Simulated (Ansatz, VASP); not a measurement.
## W: VASP beside Ansatz

INCAR

```
PREC = Accurate ; ENCUT = 520
EDIFF = 1E-7 ; ISMEAR = 0
SIGMA = 0.15 ; LREAL = False
LASPH = True ; NELM = 80
ALGO = Fast ; ISIF = 2
LWAVE = False ; LCHARG = True
GGA = PE ; LELF = True
LVHAR = True ; NBANDS = 13
```

File KPOINTS:

```
Automatic mesh
0
Gamma
  20 20 20
```

POSCAR

```
W
1.0
   -1.5913101250      1.5973000000      1.5913101250
    1.6032898750     -1.5973000000      1.6032898750
    1.5913101250      1.5973000000     -1.5913101250
W
1
Direct
    0.0000000000      0.0000000000      0.0000000000
```

Input for Ansatz:

```yaml
crystal:
  lattice:
    - [-1.591310125, 1.5973, 1.591310125]
    - [1.603289875, -1.5973, 1.603289875]
    - [1.591310125, 1.5973, -1.591310125]
  atoms:
    - { symbol: W, position: [0.0, 0.0, 0.0] }
basis:
  ecutwfc: 420
kpoints:
  mp_grid: { grid: [20, 20, 20] }
hamiltonian:
  xc: pbe
scf:
  occupations: { method: gaussian, width: 0.15 }
output:
  forces: true
  stress: true
  eigenvalues: true
  write_density: true
  write_potential: true
  elf: true
  volumetric_format: npy
```

Change from the starting cell: strain +0.0075 x Voigt [0, 0, 0, 0, 1, 0], atoms carried along.

Alike in both runs: task single point; functional PBE; k mesh 20 × 20 × 20; occupations gaussian, width 0.15 eV; no spin polarisation.

```csv
,VASP,Ansatz
version,VASP 6.6.1,Ansatz 0.2.0
potentials or method,"VASP PAW PBE potentials, release 64 (W_sv), cutoff 520 eV","scalar-relativistic, plane waves, PAW"
valence electrons in the cell,14,14
```

Ansatz gave:

| Property | Result |
| --- | --- |
| gap on the k mesh at the Fermi level (eV) | none |
| pressure (GPa) | -3.1 |
| traceless stress, the component that is largest in VASP (GPa) | -1.09 |

Problem. What did VASP give for the same quantities?

Solution. gap on the k mesh at the Fermi level (eV): none; pressure (GPa): -2.6; traceless stress, the component that is largest in VASP (GPa): -1.10.

A gap of «none» marks a metal or a gap that the smearing closes. The functional is the same, so the differences come from potentials, cutoffs and numerics.

Neither program's run includes spin-orbit coupling.
